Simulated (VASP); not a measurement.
# Tl (Im-3m) in VASP: a series of runs

Tl is run at these levels: PBEsol; tasks: single point.

Program: VASP 6.6.1. These are calculated values, not measurements. Logs are shortened: lines on timing, memory, paths and dates and some standing lists are left out, and cuts for length are marked.

### Step 1. The cell of the first run

Symmetry: Im-3m, No. 229, cubic system. Conventional cell: a = 3.766 Å, b = 3.766 Å, c = 3.766 Å, α = 90.00°, β = 90.00°, γ = 90.00°. Tl (site symmetry m-3m) has 14 Tl at 3.26 to 3.77 Å within 4.3 Å.

This isn't the form of Tl at room conditions, which is hcp.

### Step 2. Single point, PBEsol (strain -0.030 along x and y, -0.030 along z)

Contents of INCAR:

```
  PREC = Accurate
  ENCUT = 520
  EDIFF = 1E-7
  ISMEAR = 0
  SIGMA = 0.15
  LREAL = F
  LASPH = T
  NELM = 100
  ALGO = Fast
  ISIF = 2
  LWAVE = F
  LCHARG = F
  GGA = PS
  NBANDS = 12
```

Contents of KPOINTS:

```
regular mesh
0
Gamma
  18 18 18
```

Contents of POSCAR:

```
Tl
1.0
   -1.8827700000      1.8827700000      1.8827700000
    1.8827700000     -1.8827700000      1.8827700000
    1.8827700000      1.8827700000     -1.8827700000
Tl
1
Direct
    0.0000000000      0.0000000000      0.0000000000
```

Potentials or basis: VASP PAW PBE potentials, release 64 (Tl_d).

Launch:

```
> cat potpaw_PBE.64/Tl_d/POTCAR > POTCAR
> mpirun -np 1 vasp_std > vasp.out
```

OUTCAR:

```text
PREC = Accurate
   ENCUT = 520
   EDIFF = 1E-7
   ISMEAR = 0
   LREAL = F
   LASPH = T
   NELM = 100
   ISIF = 2
   GGA = PS

 ion  position               nearest neighbor table
   1  0.000  0.000  0.000-

  LATTYP: Found a body centered cubic cell.
 ALAT       =     3.7655400000

  Lattice vectors:

 A1 = (  -1.8827700000,   1.8827700000,   1.8827700000)
 A2 = (   1.8827700000,  -1.8827700000,   1.8827700000)
 A3 = (   1.8827700000,   1.8827700000,  -1.8827700000)

Analysis of symmetry for initial positions (statically):
=====================================================================
 Subroutine PRICEL returns:
 Original cell was already a primitive cell.

 Routine SETGRP: Setting up the symmetry group for a
 body centered cubic supercell.

 Subroutine GETGRP returns: Found 48 space group operations
 (whereof 48 operations were pure point group operations)
 out of a pool of 48 trial point group operations.

The static configuration has the point symmetry O_h .

Analysis of symmetry for dynamics (positions and initial velocities):
=====================================================================
 Subroutine PRICEL returns:
 Original cell was already a primitive cell.

 Routine SETGRP: Setting up the symmetry group for a
 body centered cubic supercell.

 Subroutine GETGRP returns: Found 48 space group operations
 (whereof 48 operations were pure point group operations)
 out of a pool of 48 trial point group operations.

The dynamic configuration has the point symmetry O_h .

 Subroutine INISYM returns: Found 48 space group operations
 (whereof 48 operations are pure point group operations),
 and found     1 'primitive' translations

----------------------------------------------------------------------------------------

                                     Primitive cell

  volume of cell :      26.6963

  direct lattice vectors                    reciprocal lattice vectors
    -1.882770000  1.882770000  1.882770000     0.000000000  0.265566160  0.265566160
     1.882770000 -1.882770000  1.882770000     0.265566160  0.000000000  0.265566160
     1.882770000  1.882770000 -1.882770000     0.265566160  0.265566160  0.000000000

  length of vectors
     3.261053299  3.261053299  3.261053299     0.375567266  0.375567266  0.375567266

  position of ions in fractional coordinates (direct lattice)
     0.000000000  0.000000000  0.000000000

  ion indices of the primitive-cell ions
   primitive index   ion index
                 1           1

----------------------------------------------------------------------------------------

 KPOINTS: regular mesh

Automatic generation of k-mesh.
 Grid dimensions read from file:
 generate k-points for:   18   18   18

 Generating k-lattice:

  Cartesian coordinates                     Fractional coordinates (reciprocal lattice)
     0.000000000  0.014753676  0.014753676     0.055555556  0.000000000  0.000000000
     0.014753676  0.000000000  0.014753676     0.000000000  0.055555556  0.000000000
     0.014753676  0.014753676  0.000000000     0.000000000  0.000000000  0.055555556

  Length of vectors
     0.020864848  0.020864848  0.020864848

  Shift w.r.t. Gamma in fractional coordinates (k-lattice)
     0.000000000  0.000000000  0.000000000

 Subroutine IBZKPT returns following result:
 ===========================================

 Found    195 irreducible k-points:

 Following reciprocal coordinates:
            Coordinates               Weight
  0.000000  0.000000  0.000000      1.000000
  0.055556  0.000000  0.000000     12.000000
  0.111111  0.000000  0.000000     12.000000
  0.166667  0.000000  0.000000     12.000000
  0.222222  0.000000  0.000000     12.000000
  0.277778  0.000000  0.000000     12.000000
[... 16 lines left out ...]
  0.333333  0.111111  0.000000     48.000000
  0.388889  0.111111  0.000000     48.000000
 [... further k-points ...]
   k-points           NKPTS =    195   k-points in BZ     NKDIM =    195   number of bands    NBANDS=     12
   number of dos      NEDOS =    301   number of ions     NIONS =      1
   total plane-waves  NPLWV =  13824
   dimension x,y,z NGX =    24 NGY =   24 NGZ =   24
   dimension x,y,z NGXF=    48 NGYF=   48 NGZF=   48
   ions per type =               1
   NGX,Y,Z   is equivalent  to a cutoff of  12.24, 12.24, 12.24 a.u.
   NGXF,Y,Z  is equivalent  to a cutoff of  24.47, 24.47, 24.47 a.u.
 SYSTEM =  unknown system
   PREC   = accura    normal or accurate (medium, high low for compatibility)
   ISTART =      0    job   : 0-new  1-cont  2-samecut
   ICHARG =      2    charge: 1-file 2-atom 10-const
   ISPIN  =      1    spin polarized calculation?
   LNONCOLLINEAR =      F non collinear calculations
   LSORBIT =      F    spin-orbit coupling
   LASPH  =      T    aspherical Exc in radial PAW
   ENCUT  =  520.0 eV  38.22 Ry    6.18 a.u.   6.06  6.06  6.06*2*pi/ulx,y,z
   NELM   =    100;   NELMIN=  2; NELMDL= -5     # of ELM steps
   EDIFF  = 0.1E-06   stopping-criterion for ELM
   LREAL  =      F    real-space projection
   EDIFFG = 0.1E-05   stopping-criterion for IOM
   NSW    =      0    number of steps for IOM
   IBRION =     -1    ionic relax: 0-MD 1-quasi-New 2-CG
   NFREE  =      0    steps in history (QN), initial steepest desc. (CG)
   ISIF   =      2    stress and relaxation
   ISYM   =      2    0-nonsym 1-usesym 2-fastsym
   POTIM  = 0.5000    time-step for ionic-motion
   TEBEG  =    0.0;   TEEND  =   0.0 temperature during run
   PSTRESS=    0.0 pullay stress
   NELECT =      13.0000    total number of electrons
   NUPDOWN=      -1.0000    fix difference up-down
   EMIN   =  10.00;   EMAX   =-10.00  energy-range for DOS
   EFERMI =   0.00;   METHOD = LEGACY
   ISMEAR =     0;   SIGMA  =   0.15  broadening in eV -4-tet -1-fermi 0-gaus
   EFERMI_NEDOS =   21; number of points for ismear=-14 and -15
   IALGO  =     68    algorithm
   IMIX   =      4    mixing-type and parameters
     AMIX     =   0.40;   BMIX     =  1.00
     AMIX_MAG =   1.60;   BMIX_MAG =  1.00
  volume/ion in A,a.u.               =      26.70       180.16
  Fermi-wavevector in a.u.,A,eV,Ry     =   1.287969  2.433908 22.570210  1.658864
  Thomas-Fermi vector in A             =   2.419951
   LORBIT       =      0    0 simple, 1 ext, 2 COOP (PROOUT), +10 PAW based schemes
   GGA     = PS    functional components
   LHFCALC =     F    Hartree Fock is set to
   AEXX    =    0.0000 exact exchange contribution
   IVDW    =     0    specifies the selected vdW correction
   LEPSILON=     F    determine dielectric tensor
   LRPA    =     F    only Hartree local field effects (RPA)
 non-spin polarized calculation
 RMM-DIIS sequential band-by-band and
 Gauss-broadening in eV      SIGMA  =   0.15
  energy-cutoff  :      520.00
  volume of cell :       26.70
 maximum number of plane-waves:       736
   NGX = 13   NGY = 13   NGZ = 13

 number of electron      12.9999994 magnetization

 Free energy of the ion-electron system (eV)
  ---------------------------------------------------
  ext. energy  EPLUGINS =         0.00000000
  ---------------------------------------------------
  free energy    TOTEN  =        -2.61434382 eV

  energy without entropy =       -2.61071675  energy(sigma->0) =       -2.61253029

 E-fermi :   7.1319     XC(G=0): -10.7171

 val. band max:        7.1202196723   @ k =  -0.3889   0.4444   0.2222
 cond. band min:       7.1437470755   @ k =   0.2778   0.2222   0.2222
 fundamental gap:      0.0235274032
 Fermi energy:         7.1318743926

 k-point     1 :       0.0000    0.0000    0.0000
  band No.  band energies     occupation
      1      -4.5903      2.00000
      2      -4.5903      2.00000
      3      -4.5903      2.00000
      4      -4.0782      2.00000
      5      -4.0782      2.00000
      6      -3.4212      2.00000
      7      18.7438      0.00000
      8      18.7438      0.00000
      9      18.7438      0.00000
     10      19.6089      0.00000
     11      19.6089      0.00000
     12      19.6089      0.00000

 k-point     2 :       0.0556    0.0000    0.0000
  band No.  band energies     occupation
      1      -4.5972      2.00000
      2      -4.5858      2.00000
      3      -4.5669      2.00000
      4      -4.0858      2.00000
      5      -4.0782      2.00000
      6      -3.3465      2.00000
      7      17.8676      0.00000
      8      18.4422      0.00000
      9      18.5329      0.00000
     10      19.3725      0.00000
     11      19.5739      0.00000
     12      19.5998      0.00000

 k-point     3 :       0.1111    0.0000    0.0000
  band No.  band energies     occupation
      1      -4.6171      2.00000
      2      -4.5784      2.00000
      3      -4.4990      2.00000
      4      -4.1069      2.00000
      5      -4.0782      2.00000
      6      -3.1169      2.00000
      7      16.0048      0.00000
      8      17.7037      0.00000
      9      17.9233      0.00000
     10      19.0288      0.00000
     11      19.4818      0.00000
     12      19.7770      0.00000
[... 286 lines left out ...]
 k-point    23 :       0.3333    0.1111    0.0000
  band No.  band energies     occupation
      1      -4.7728      2.00000
      2      -4.6944      2.00000
      3      -4.1412      2.00000
      4      -4.0956      2.00000
      5      -3.8958      2.00000
      6       0.6325      2.00000
      7       6.5849      2.00000
      8      12.0958      0.00000
      9      14.3871      0.00000
     10      18.7668      0.00000
     11      20.6736      0.00000
     12      22.1085      0.00000

 k-point    24 :       0.3889    0.1111    0.0000
  band No.  band energies     occupation
      1      -4.7929      2.00000
      2      -4.7229      2.00000
      3      -4.1252      2.00000
      4      -4.0982      2.00000
      5      -3.8242      2.00000
      6       1.6600      2.00000
      7       5.1594      2.00000
      8      11.7993      0.00000
      9      14.1515      0.00000
     10      18.6944      0.00000
     11      20.5907      0.00000
     12      22.8360      0.00000

 [... further k-points ...]

------------------------ aborting loop because EDIFF is reached ----------------------------------------

  FORCE on cell =-STRESS in cart. coord.  units (eV):
  Direction    XX          YY          ZZ          XY          YZ          ZX
  --------------------------------------------------------------------------------------
  -------------------------------------------------------------------------------------
  Total        0.4803826      0.4803826      0.4803826      0.0000000     -0.0000000     -0.0000000
  in kB       28.8300938     28.8300938     28.8300938      0.0000000     -0.0000000     -0.0000000
  external PRESSURE =      28.8300938 kB  Pullay stress =       0.0000000 kB

 VOLUME and BASIS-vectors are now :
 -----------------------------------------------------------------------------
  energy-cutoff  :      520.00
  volume of cell :       26.70
      direct lattice vectors                 reciprocal lattice vectors
    -1.882770000  1.882770000  1.882770000     0.000000000  0.265566160  0.265566160
     1.882770000 -1.882770000  1.882770000     0.265566160  0.000000000  0.265566160
     1.882770000  1.882770000 -1.882770000     0.265566160  0.265566160  0.000000000

 POSITION                                       TOTAL-FORCE (eV/Angst)
 -----------------------------------------------------------------------------------
      0.00000      0.00000      0.00000         0.000000      0.000000     -0.000000
 -----------------------------------------------------------------------------------
    total drift:                               -0.000000      0.000000      0.000000

  FREE ENERGIE OF THE ION-ELECTRON SYSTEM (eV)
  ---------------------------------------------------
  free  energy   TOTEN  =        -2.6143438245 eV

  energy  without entropy=       -2.6107167495  energy(sigma->0) =       -2.61253029
```

Run time: 15 s. Hardware: 1 thread of Intel Xeon 6975P-C (Granite Rapids), shared host; peak memory 0.18 GiB.

What came out:

```yaml
Free_energy: -2.6143 eV
Pressure: 2.9 GPa
Band_gap_on_the_k_mesh: zero (an odd number of electrons rules out a gap without spin polarisation)
```

Levels at points of the mesh, in eV from the Fermi level:
| k point | band 4 | band 5 | band 6 | band 7 | band 8 | band 9 |
| --- | --- | --- | --- | --- | --- | --- |
| (0.00, 0.00, 0.00) | -11.21 | -11.21 | -10.55 | 11.61 | 11.61 | 11.61 |
| (0.50, 0.00, 0.00) | -11.20 | -10.87 | -4.96 | -3.05 | 6.13 | 7.37 |
| (0.50, 0.50, 0.50) | -10.95 | -10.95 | -1.16 | 1.41 | 1.41 | 1.41 |

Caveat: the cell differs from its parent crystal (strain -0.030 along x and y, -0.030 along z); the PAW data sets were made with another functional, which shifts forces and pressure a little; spin-orbit coupling is left out, which moves the levels of the heavy elements.

### Step 3. Single point, PBEsol (strain -0.015 along x and y, -0.015 along z)

Contents of INCAR:

```
  ALGO = Normal
  EDIFF = 1E-6
  ENCUT = 520
  GGA = PS
  ISIF = 2
  ISMEAR = 0
  LASPH = True
  LCHARG = True
  LELF = True
  LREAL = False
  LVHAR = True
  LWAVE = False
  NBANDS = 12
  NELM = 100
  PREC = Accurate
  SIGMA = 0.15
```

Contents of KPOINTS:

```
k-points
0
Gamma
  18 18 18
```

Contents of POSCAR:

```
Tl
1.0
   -1.9118850000      1.9118850000      1.9118850000
    1.9118850000     -1.9118850000      1.9118850000
    1.9118850000      1.9118850000     -1.9118850000
Tl
1
Direct
    0.0000000000      0.0000000000      0.0000000000
```

Potentials or basis: VASP PAW PBE potentials, release 64 (Tl_d).

Launch:

```
> cat potpaw_PBE.64/Tl_d/POTCAR > POTCAR
> mpirun -np 1 vasp_std > vasp.out
```

Run time: 21 s. Hardware: 1 thread of Intel Xeon 6975P-C (Granite Rapids), shared host; peak memory 0.2 GiB.

It converged, with:

```
Free energy            : -2.6289 eV
Pressure               : 0.8 GPa
Band gap on the k mesh : zero (an odd number of electrons rules out a gap without spin polarisation)
```

Levels at points of the mesh, in eV from the Fermi level:
| k point | band 3 | band 4 | band 5 | band 6 | band 7 | band 8 | band 9 | band 10 |
| --- | --- | --- | --- | --- | --- | --- | --- | --- |
| (0.00, 0.00, 0.00) | -11.64 | -11.18 | -11.18 | -10.22 | 11.09 | 11.09 | 11.09 | 12.37 |
| (0.50, 0.00, 0.00) | -11.22 | -11.18 | -10.88 | -5.00 | -2.85 | 5.93 | 7.23 | 10.29 |
| (0.50, 0.50, 0.50) | -10.95 | -10.95 | -10.95 | -1.44 | 1.42 | 1.42 | 1.42 | 6.58 |

Caveat: the cell differs from its parent crystal (strain -0.015 along x and y, -0.015 along z); the PAW data sets were made with another functional, which shifts forces and pressure a little; spin-orbit coupling is left out, which moves the levels of the heavy elements.

### Step 4. Single point, PBEsol (strain +0.015 along x and y, +0.015 along z)

Contents of INCAR:

```
PREC     = Accurate       # precision mode
ENCUT    = 520            # plane-wave cutoff, eV
EDIFF    = 1E-6           # SCF threshold, eV
ISMEAR   = 0              # smearing method
SIGMA    = 0.15           # smearing width, eV
LREAL    = F              # projectors in reciprocal space
LASPH    = T              # aspherical terms in the spheres
NELM     = 60             # most SCF steps
ALGO     = Normal         # electronic algorithm
ISIF     = 2              # what is computed and relaxed
LWAVE    = F              # write WAVECAR
LCHARG   = F              # write CHGCAR
GGA      = PS             # functional
NBANDS   = 12             # bands
```

Contents of KPOINTS:

```
regular mesh
0
Gamma
  18 18 18
```

Contents of POSCAR:

```
Tl
1.0
   -1.9701150000      1.9701150000      1.9701150000
    1.9701150000     -1.9701150000      1.9701150000
    1.9701150000      1.9701150000     -1.9701150000
Tl
1
Direct
    0.0000000000      0.0000000000      0.0000000000
```

Launch:

```
> cat potpaw_PBE.64/Tl_d/POTCAR > POTCAR
> mpirun -np 1 vasp_std > vasp.out
```

Wall time 21 s (1 thread of Intel Xeon 6975P-C (Granite Rapids), shared host); peak memory 0.2 GiB.

Results (log left out):

* Free energy: -2.6165 eV
* Pressure: -2.2 GPa
* Band gap on the k mesh: zero (an odd number of electrons rules out a gap without spin polarisation)

Levels at points of the mesh, in eV from the Fermi level:
```
           k point  band 3  band 4  band 5  band 6  band 7  band 8  band 9  band 10
(0.00, 0.00, 0.00)  -11.53  -11.16  -11.16   -9.63   10.13   10.13   10.13    12.15
(0.50, 0.00, 0.00)  -11.18  -11.15  -10.91   -5.06   -2.51    5.53    6.92     9.56
(0.50, 0.50, 0.50)  -10.97  -10.97  -10.97   -1.96    1.42    1.42    1.42     6.26
```

Caveat: the cell differs from its parent crystal (strain +0.015 along x and y, +0.015 along z); the PAW data sets were made with another functional, which shifts forces and pressure a little; spin-orbit coupling is left out, which moves the levels of the heavy elements.

### Step 5. Single point, PBEsol (strain +0.030 along x and y, +0.030 along z)

Contents of INCAR:

```
SYSTEM = Tl
ALGO     = Normal         ! electronic algorithm
EDIFF    = 1E-6           ! SCF threshold, eV
ENCUT    = 520            ! plane-wave cutoff, eV
GGA      = PS             ! functional
ISIF     = 2              ! what is computed and relaxed
ISMEAR   = 0              ! smearing method
LASPH    = .TRUE.         ! aspherical terms in the spheres
LCHARG   = .TRUE.         ! write CHGCAR
LELF     = .TRUE.         ! ELF
LREAL    = .FALSE.        ! projectors in reciprocal space
LVHAR    = .TRUE.       
LWAVE    = .FALSE.        ! write WAVECAR
NBANDS   = 12             ! bands
NELM     = 80             ! most SCF steps
PREC     = Accurate       ! precision mode
SIGMA    = 0.15           ! smearing width, eV
```

Contents of KPOINTS:

```
k-points
0
G
  18 18 18
  0 0 0
```

Contents of POSCAR:

```
Tl
1.0
   -1.9992300000      1.9992300000      1.9992300000
    1.9992300000     -1.9992300000      1.9992300000
    1.9992300000      1.9992300000     -1.9992300000
Tl
1
Direct
    0.0000000000      0.0000000000      0.0000000000
```

Launch:

```
> cat potpaw_PBE.64/Tl_d/POTCAR > POTCAR
> mpirun -np 1 vasp_std > vasp.out
```

Wall time 23 s (1 thread of Intel Xeon 6975P-C (Granite Rapids), shared host); peak memory 0.21 GiB.

It converged, with:

```yaml
Free_energy: -2.5944 eV
Pressure: -3.1 GPa
Band_gap_on_the_k_mesh: zero (an odd number of electrons rules out a gap without spin polarisation)
```

Levels at points of the mesh, in eV from the Fermi level:
| k point | band 4 | band 5 | band 6 | band 7 | band 8 | band 9 |
| --- | --- | --- | --- | --- | --- | --- |
| (0.00, 0.00, 0.00) | -11.15 | -11.15 | -9.36 | 9.69 | 9.69 | 9.69 |
| (0.50, 0.00, 0.00) | -11.15 | -10.93 | -5.10 | -2.35 | 5.34 | 6.75 |
| (0.50, 0.50, 0.50) | -10.99 | -10.99 | -2.20 | 1.41 | 1.41 | 1.41 |

Caveat: the cell differs from its parent crystal (strain +0.030 along x and y, +0.030 along z); the cell stands under tension; the PAW data sets were made with another functional, which shifts forces and pressure a little; spin-orbit coupling is left out, which moves the levels of the heavy elements.

### Step 6. Overview

| cell | gap on the mesh (eV) | pressure (GPa) |
| --- | --- | --- |
| a = 3.261 Å, angles 109.5°, 1 atom | none | 2.9 |
| a = 3.311 Å, angles 109.5°, 1 atom | none | 0.8 |
| a = 3.412 Å, angles 109.5°, 1 atom | none | -2.2 |
| a = 3.463 Å, angles 109.5°, 1 atom | none | -3.1 |

Alike in all rows: task single point; level PBEsol; potentials or basis VASP PAW PBE potentials, release 64 (Tl_d); no spin polarisation; k mesh 18 × 18 × 18; cutoff (eV) 520; smearing gaussian 0.15 eV.

Caveats: the PAW data sets were made with another functional, which shifts forces and pressure a little; spin-orbit coupling is left out, which moves the levels of the heavy elements; the cell stands under tension (at least some runs).

Absolute energies hang on the potentials; compare differences alone.

The gap in the log of VASP goes by the Fermi energy; the results here count the filled bands.